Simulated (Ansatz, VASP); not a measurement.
## SrTiO3: VASP beside Ansatz

POSCAR

```
SrTiO3
1.0
    3.9068515030      0.0000000000      0.0000000000
    0.0000000000      3.7552656647      0.0000000000
    0.0000000000      0.0000000000      3.9068515030
Sr Ti O
1 1 3
Direct
    0.0000000000      0.0000000000      0.0000000000
    0.5000000000      0.5000000000      0.5000000000
    0.5000000000      0.0000000000      0.5000000000
    0.5000000000      0.5000000000      0.0000000000
    0.0000000000      0.5000000000      0.5000000000
```

File INCAR.step1:

```
SYSTEM = SrTiO3
ALGO = Normal ; EDIFF = 1E-4
ENCUT = 520 ; GGA = PE
ISMEAR = 0 ; LASPH = .TRUE.
LCHARG = .FALSE. ; LREAL = .FALSE.
LWAVE = .TRUE. ; NBANDS = 28
NELM = 80 ; PREC = Accurate
SIGMA = 0.01
```

Contents of INCAR.step2:

```
SYSTEM = SrTiO3
ALGO = Normal ; EDIFF = 1E-6
ENCUT = 520 ; ISIF = 2
ISMEAR = 0 ; ISTART = 1
LASPH = .TRUE. ; LCHARG = .FALSE.
LMIXTAU = .TRUE. ; LREAL = .FALSE.
LWAVE = .FALSE. ; METAGGA = R2SCAN
NBANDS = 28 ; NELM = 80
PREC = Accurate ; SIGMA = 0.01
```

Contents of KPOINTS:

```
k-points
0
G
  6 6 6
  0 0 0
```

Input for Ansatz:

```yaml
crystal:
  lattice:
    - [3.906851503, 0.0, 0.0]
    - [0.0, 3.7552656647, 0.0]
    - [0.0, 0.0, 3.906851503]
  atoms:
    - { symbol: Sr, position: [0.0, 0.0, 0.0] }
    - { symbol: Ti, position: [0.5, 0.5, 0.5] }
    - { symbol: O, position: [0.5, 0.0, 0.5] }
    - { symbol: O, position: [0.5, 0.5, 0.0] }
    - { symbol: O, position: [0.0, 0.5, 0.5] }
kpoints:
  mp_grid: { grid: [6, 6, 6] }
  band_path:
    path: [[0.0, 0.0, 0.0], [0.0, 0.5, 0.0], [0.5, 0.5, 0.0], [0.5, 0.5, 0.5]]
    npoints: 1
hamiltonian:
  xc: r2scan
scf:
  occupations: { method: fixed }
  n_extra_bands: 5
output:
  forces: true
  stress: true
  eigenvalues: true
```

Change from the starting cell: uniaxial_y strain -3.9%.

Alike in both runs: task single point; functional r2SCAN; k mesh 6 × 6 × 6; no spin polarisation.

```csv
,VASP,Ansatz
version,VASP 6.6.1,Ansatz 0.2.0
potentials or method,"VASP PAW PBE potentials, release 64 (Sr_sv, Ti_sv, O)","plane waves, PAW"
plane-wave cutoff (eV),520,500
occupations,"gaussian, width 0.01 eV",fixed
valence electrons in the cell,40,40
```

|  | VASP | Ansatz | Ansatz less VASP |
| --- | --- | --- | --- |
| gap on the k mesh at the Fermi level (eV) | 2.29 | 2.28 | -0.008 |
| pressure (GPa) | 9.7 | 8.7 | -1.04 |
| traceless stress, the component that is largest in VASP (GPa) | 8.30 | 8.15 | -0.146 |

VASP's potentials were made for PBE, not for r2SCAN.
